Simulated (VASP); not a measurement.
Set up this calculation in VASP 6.6.1, as the native input.

| Property | Result |
| --- | --- |
| Task | single point |
| Functional | LDA |
| Potentials or basis | VASP PAW LDA potentials, release 64 (Sc_sv, Hg) |
| Cutoff | 520 eV |
| k mesh | 8 × 8 × 8 |
| Occupations | methfessel-paxton, width 0.1 eV |
| Spin | no spin polarisation |
| Dipole correction | no |
| Further INCAR settings | ALGO = Normal; EDIFF = 1e-06; NBANDS = 18 |

The structure of ScHg lies in POSCAR:

```
ScHg
1.0
    3.3846091152      0.0000000000      0.0000000000
    0.0000000000      3.3846091152      0.0000000000
    0.0000000000      0.0000000000      3.3846091152
Sc Hg
1 1
Direct
    0.5000000000      0.5000000000      0.5000000000
    0.0000000000      0.0000000000      0.0000000000
```

One way to write it, as run:

INCAR

```
PREC = Accurate
ENCUT = 520
EDIFF = 1E-6
ISMEAR = 1
SIGMA = 0.1
LREAL = F
LASPH = T
NELM = 80
ALGO = Normal
ISIF = 2
LWAVE = F
LCHARG = T
GGA = CA
LELF = T
LVHAR = T
NBANDS = 18
```

KPOINTS

```
regular mesh
0
Gamma
  8 8 8
```

Potentials or basis: VASP PAW LDA potentials, release 64 (Sc_sv, Hg).

Command:

```sh
$ cat potpaw_LDA.64/Sc_sv/POTCAR potpaw_LDA.64/Hg/POTCAR > POTCAR
$ mpirun -np 1 vasp_std > vasp.out
```

It gave:

```json
{
 "Pressure": "4.6 GPa",
 "Band gap on the k mesh": "zero (an odd number of electrons rules out a gap without spin polarisation)"
}
```

Caveat: the cell stands under pressure; spin-orbit coupling is left out, which moves the levels of the heavy elements.

It took 13 s on 1 thread of Intel(R) Xeon(R) Platinum 8488C (Sapphire Rapids), with other jobs on the host, peak memory 0.15 GiB.
